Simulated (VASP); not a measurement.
**Pb: relaxation of cell and atoms with PBE**

Pb:

```
Pb
1.0
     0.00000    2.47500    2.47500
     2.47500    0.00000    2.47500
     2.47500    2.47500    0.00000
Pb
1
Direct
  0.00000 0.00000 0.00000
```

- Program: VASP 6.6.1
- Task: relaxation of cell and atoms
- Functional: PBE
- Potentials or basis: VASP PAW PBE potentials, release 64 (Pb_d)
- Cutoff: 500 eV
- k mesh: 15 × 15 × 15
- Occupations: fermi-dirac, width 0.05 eV
- Spin: no spin polarisation
- Target pressure: 20 GPa
- Dipole correction: no
- Further INCAR settings: ALGO = Normal; EDIFF = 1e-07; IBRION = 2; EDIFFG = -0.03; NSW = 60; ISIF = 3

```
Relaxed volume                                             : 24.52 Å³/atom
Relaxed cell                                               : a = 3.261 Å, b = 3.261 Å, c = 3.261 Å, α = 60.00°, β = 60.00°, γ = 60.00°
Space group after relaxing (to 0.1 Å)                      : Fm-3m (No. 225)
Energy change on relaxing (the run minimises the enthalpy) : +345.6 meV/atom
Ionic steps                                                : 5
Pressure after relaxing                                    : 20.0 GPa
Band gap on the k mesh                                     : zero (bands 7 and 8 overlap by 11.18 eV)
```

The path:
```csv
step,energy change (eV),largest force (eV/Å),pressure (GPa),volume (Å³)
1,0.0000,0.0000,2.34,30.32
2,2.3655,0.0000,95.79,17.89
3,0.2935,0.0000,17.86,24.96
4,0.3279,0.0000,19.28,24.67
5,0.3456,0.0000,20.01,24.52
```

Final structure:
```
Pb
1.0
     0.00000    2.30596    2.30596
     2.30596    0.00000    2.30596
     2.30596    2.30596    0.00000
Pb
1
Direct
  0.00000 0.00000 0.00000
```

Levels at points of the mesh, in eV from the Fermi level:
```
           k point  band 3  band 4  band 5  band 6  band 7  band 8  band 9  band 10  band 11
(0.00, 0.00, 0.00)  -17.52  -17.26  -17.26  -13.60    8.97    8.97    8.97     9.59    13.85
```

Wall time 2.3 min on 1 thread of Intel(R) Xeon(R) 6975P-C (Granite Rapids), with other jobs on the host, peak memory 0.19 GiB.

Caveat: the cell is relaxed towards a set pressure, so the run minimises the enthalpy, not the energy; the volume moved by over 15 % at a fixed basis, so the end points are rough; spin-orbit coupling is left out, which moves the levels of the heavy elements.
